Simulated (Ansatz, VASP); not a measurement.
# Co in VASP and in Ansatz

```
CELL_PARAMETERS angstrom
2.47240 0.00000 0.00000
-1.23620 2.14116 0.00000
0.00000 0.00000 4.01631
ATOMIC_POSITIONS crystal
Co 0.33333 0.66667 0.25000
Co 0.66667 0.33333 0.75000
```

Alike in both runs: task single point; functional r2SCAN; k mesh 20 × 20 × 12; occupations gaussian, width 0.05 eV; collinear spin.

```csv
,VASP,Ansatz
version,VASP 6.6.1,Ansatz 0.2.0
potentials or method,"VASP PAW PBE potentials, release 64 (Co), cutoff 520 eV","scalar-relativistic, plane waves, PAW"
valence electrons in the cell,18,34
```

|  | VASP | Ansatz | Ansatz less VASP |
| --- | --- | --- | --- |
| gap on the k mesh at the Fermi level (eV) | none | none | - |
| pressure (GPa) | 5.7 | 5.8 | +0.07 |
| traceless stress, the component that is largest in VASP (GPa) | 18.58 | 18.90 | +0.319 |
| net moment per atom (μB) | 0.00 | 0.00 | 0.000 |
| size of the moment on the site where the two differ most (μB) | 1.72 | 1.74 | +0.018 |

VASP's potentials were made for PBE, not for r2SCAN. Site moments also hang on the region over which each program counts them. A gap of «none» marks a metal or a gap that the smearing closes. With one functional, cell and mesh, what is left measures potentials, basis and numerics. VASP's potentials hold 18 valence electrons a cell and Ansatz's 34, so a difference there can come from the potentials and not from the codes. Ansatz's warnings: stability check not made.
